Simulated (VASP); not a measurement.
Wanted: the native input for a VASP 6.6.1 run.

```yaml
Task: single point
Functional: r2SCAN
Potentials_or_basis: VASP PAW PBE potentials, release 64 (P, Bi_d, In_d)
Cutoff: 520 eV
k_mesh: 6 × 6 × 2
Occupations: fermi-dirac, width 0.02 eV
Spin: no spin polarisation
Dipole_correction: no
Further_INCAR_settings: ALGO = Normal; EDIFF = 1e-07; NBANDS = 41
```

In3BiP2:

```xyz
6
Lattice="4.2720 0.0000 0.0000 -2.1360 3.6996 0.0000 0.0000 0.0000 10.5761" Properties=species:S:1:pos:R:3 pbc="T T T"
P     0.0000    0.0000    0.1493
P     0.0000    2.4664    3.4129
Bi    2.1360    1.2332    6.9892
In    0.0000    2.4664    0.8844
In    2.1360    1.2332    4.1280
In    0.0000    0.0000    8.2323
```

The input as run:

POSCAR

```
In3BiP2
1.0
    4.2719600850      0.0000000000      0.0000000000
   -2.1359800425      3.6996259575      0.0000000000
    0.0000000000      0.0000000000     10.5760731517
P Bi In
2 1 3
Direct
    0.0000000000      0.0000000000      0.0141160659
    0.3333333333      0.6666666667      0.3227007593
    0.6666666667      0.3333333333      0.6608518947
    0.3333333333      0.6666666667      0.0836200780
    0.6666666667      0.3333333333      0.3903174832
    0.0000000000      0.0000000000      0.7783937190
```

INCAR.step1

```
SYSTEM = In3BiP2
  PREC = Accurate
  ENCUT = 520
  ISMEAR = -1
  SIGMA = 0.02
  LREAL = .FALSE.
  LASPH = .TRUE.
  NELM = 100
  NBANDS = 41
  GGA = PE
  ALGO = Normal
  EDIFF = 1E-4
  LWAVE = .TRUE.
  LCHARG = .FALSE.
```

INCAR.step2

```
SYSTEM = In3BiP2
  PREC = Accurate
  ENCUT = 520
  EDIFF = 1E-7
  ISMEAR = -1
  SIGMA = 0.02
  LREAL = .FALSE.
  LASPH = .TRUE.
  NELM = 100
  ALGO = Normal
  ISIF = 2
  LWAVE = .FALSE.
  LCHARG = .FALSE.
  METAGGA = R2SCAN
  LMIXTAU = .TRUE.
  NBANDS = 41
  ISTART = 1
```

KPOINTS

```
regular mesh
0
G
  6 6 2
  0 0 0
```

Potentials or basis: VASP PAW PBE potentials, release 64 (P, Bi_d, In_d).

Run with:

```bash
$ cat potpaw_PBE.64/P/POTCAR potpaw_PBE.64/Bi_d/POTCAR potpaw_PBE.64/In_d/POTCAR > POTCAR
$ cp INCAR.step1 INCAR
$ mpirun -np 1 vasp_std > vasp.out
$ cp INCAR.step2 INCAR
$ mpirun -np 1 vasp_std > vasp.out
```

Results of the run:

```yaml
Pressure: 3.8 GPa
Largest_force: 0.196 eV/Å
Band_gap_on_the_k_mesh: zero (filled and empty bands touch)
```

Caveat: the cell stands under pressure; the PAW data sets were made with another functional, which shifts forces and pressure a little; spin-orbit coupling is left out, which moves the levels of the heavy elements.

It took 2.8 min on 1 thread of Intel(R) Xeon(R) 6975P-C (Granite Rapids) (shared host), peak memory 0.35 GiB.
